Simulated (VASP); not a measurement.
ScAl3N4, 8 atoms in the cell. It takes space group Pmm2 (No. 25, orthorhombic). The conventional cell has a = 2.930 Å, b = 5.179 Å, c = 5.043 Å, α = 90.00°, β = 90.00°, γ = 90.00°. Within 3.1 Å of Sc (site symmetry mm2) lie 6 N at 2.18 to 2.19 Å and 10 Al at 2.89 to 3.10 Å and 2 Sc at 2.93 Å. Al (site symmetry mm2) has 6 N at 2.10 to 2.13 Å and 4 Sc at 2.89 to 2.94 Å and 8 Al at 2.93 to 3.09 Å within 3.1 Å. Al (site symmetry mm2) has 6 N at 2.13 to 2.14 Å and 8 Al at 2.90 to 3.09 Å and 4 Sc at 3.10 Å within 3.1 Å. Al (site symmetry mm2) has 6 N at 2.06 to 2.08 Å within 2.7 Å. N (site symmetry m) has 4 Al at 2.08 to 2.14 Å and 2 Sc at 2.18 Å and 2 N at 2.48 to 2.70 Å within 2.7 Å. Within 2.7 Å of N (site symmetry m) lie 5 Al at 2.06 to 2.13 Å and 1 Sc at 2.19 Å and 2 N at 2.53 to 2.65 Å. The cell was built from a structure type or drawn by symmetry, and may not be a known phase.

| Item | Value |
| --- | --- |
| Program | VASP 6.6.1 |
| Task | single point |
| Functional | PBE |
| Potentials or basis | VASP PAW PBE potentials, release 64 (Sc_sv, Al, N) |
| Cutoff | 600 eV |
| k mesh | 3 × 3 × 2 |
| Occupations | gaussian, width 0.15 eV |
| Spin | no spin polarisation |
| Dipole correction | no |
| Further INCAR settings | ALGO = Normal; EDIFF = 1e-06; NBANDS = 30 |

Potentials or basis: VASP PAW PBE potentials, release 64 (Sc_sv, Al, N).

Launch:

```console
$ cat potpaw_PBE.64/Sc_sv/POTCAR potpaw_PBE.64/Al/POTCAR potpaw_PBE.64/N/POTCAR > POTCAR
$ mpirun -np 1 vasp_std > vasp.out
```

Hardware: 1 thread of Intel(R) Xeon(R) 6975P-C (Granite Rapids), on a shared host.

Task: How long does it take, and how much memory?

Result: Wall time 15 s on 1 thread of Intel(R) Xeon(R) 6975P-C (Granite Rapids), with other jobs on the host, peak memory 0.19 GiB. Counts: scf iterations 14, k points 8.
